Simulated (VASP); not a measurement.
A run of VASP 6.6.1 is set up as follows.

Contents of INCAR:

```
PREC     = Accurate       # precision mode
ENCUT    = 520            # plane-wave cutoff, eV
EDIFF    = 1E-6           # SCF threshold, eV
ISMEAR   = 0              # smearing method
SIGMA    = 0.1            # smearing width, eV
LREAL    = F              # projectors in reciprocal space
LASPH    = T              # aspherical terms in the spheres
NELM     = 100            # most SCF steps
ALGO     = Normal         # electronic algorithm
ISIF     = 2              # what is computed and relaxed
LWAVE    = F              # write WAVECAR
LCHARG   = F              # write CHGCAR
GGA      = PE             # functional
NBANDS   = 32             # bands
```

Contents of KPOINTS:

```
regular mesh
0
Gamma
  10 10 10
```

The input POSCAR:

```
Ta4Al
1.0
   -2.9649001661      2.9649001661      2.9649001661
    2.9649001661     -2.9649001661      2.9649001661
    2.9649001661      2.9649001661     -2.9649001661
Ta Al
4 1
Direct
    0.0000000000      0.0000000000      0.5000000000
    0.5000000000      0.0000000000      0.0000000000
    0.5000000000      0.5000000000      0.5000000000
    0.0000000000      0.5000000000      0.0000000000
    0.0000000000      0.0000000000      0.0000000000
```

Potentials or basis: VASP PAW PBE potentials, release 64 (Ta_pv, Al).

Run with:

```sh
$ cat potpaw_PBE.64/Ta_pv/POTCAR potpaw_PBE.64/Al/POTCAR > POTCAR
$ mpirun -np 1 vasp_std > vasp.out
```

Question: What does it give for the pressure?

Answer: 0.0 GPa.

Question: What does it give for the band gap on the k mesh?

Answer: Zero (an odd number of electrons rules out a gap without spin polarisation).

Caveat: spin-orbit coupling is left out, which moves the levels of the heavy elements.
